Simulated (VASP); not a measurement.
Runs of VASP 6.6.1 on CaO. The structure is that of space group Fm-3m (No. 225), or close to it. The cells are those of the table. 

```tsv
cell	smearing	gap on the mesh (eV)	pressure (GPa)
a = 3.390 Å, angles 60.0°, 2 atoms	fermi-dirac 0.1 eV	4.19	1.0
a = 3.390 Å, angles 60.0°, 2 atoms	gaussian 0.05 eV	4.19	1.0
a = 3.345 Å, angles 60.0°, 2 atoms	gaussian 0.05 eV	(a)	6.4
a = 3.413 Å, angles 60.0°, 2 atoms	gaussian 0.05 eV	4.20	-1.3
```

Alike in all rows: task single point; level r2SCAN; potentials or basis VASP PAW PBE potentials, release 64 (Ca_sv, O_h); no spin polarisation; k mesh 8 × 8 × 8; cutoff (eV) 1480.

Task: Fill in the values left out.

Result: (a) 4.18.

Caveats: the PAW data sets were made with another functional, which shifts forces and pressure a little; the cell stands under pressure (at least some runs).

A k mesh can miss the band edges.
